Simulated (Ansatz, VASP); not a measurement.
**Two plane-wave programs on Cd**

```xyz
2
Lattice="2.9566 0.0000 0.0000 -1.4783 2.5604 0.0000 0.0000 0.0000 5.5487" Properties=species:S:1:pos:R:3 pbc="T T T"
Cd    0.0000    1.7070    1.3872
Cd    1.4783    0.8535    4.1615
```

Alike in both runs: functional PBEsol; k mesh 18 × 18 × 8; occupations fermi-dirac, width 0.1 eV; no spin polarisation.

Ansatz relaxed the structure, and its values are those at the end. VASP's run is a single point on that final structure, the one shown.

```csv
,VASP,Ansatz
version,VASP 6.6.1,Ansatz 0.2.0
potentials or method,"VASP PAW PBE potentials, release 64 (Cd)","PAW with Ansatz's default frozen-core files, scalar-relativistic"
plane-wave cutoff (eV),500,420
valence electrons in the cell,24,40
```

```csv
,VASP,Ansatz,Ansatz less VASP
pressure (GPa),0.4,0.0,-0.39
```

VASP's potentials were made for PBE, not for PBEsol. VASP's potentials hold 24 valence electrons a cell and Ansatz's 40, so a difference there can come from the potentials and not from the codes.
